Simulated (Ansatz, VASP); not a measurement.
## PbSe: VASP beside Ansatz

```
Pb Se
1.0
     4.32841    0.00000    0.00000
     2.16421    3.74852    0.00000
     2.16421    1.24951    3.53413
Pb Se
1 1
Direct
  0.00000 0.00000 0.00000
  0.50000 0.50000 0.50000
```

Alike in both runs: task single point; functional PBE; k mesh 6 × 6 × 6; no spin polarisation.

|  | VASP | Ansatz |
| --- | --- | --- |
| version | VASP 6.6.1 | Ansatz 0.2.0 |
| potentials or method | VASP PAW PBE potentials, release 64 (Pb_d, Se), cutoff 500 eV | all-electron (LAPW or listed datasets) |
| occupations | gaussian, width 0.01 eV | fixed |

```csv
,VASP,Ansatz,Ansatz less VASP
gap on the k mesh at the Fermi level (eV),0.29,0.29,-0.006
pressure (GPa),2.4,2.4,+0.02
```

Ansatz ran all-electron here, and VASP with PAW potentials.

Neither program's run includes spin-orbit coupling.
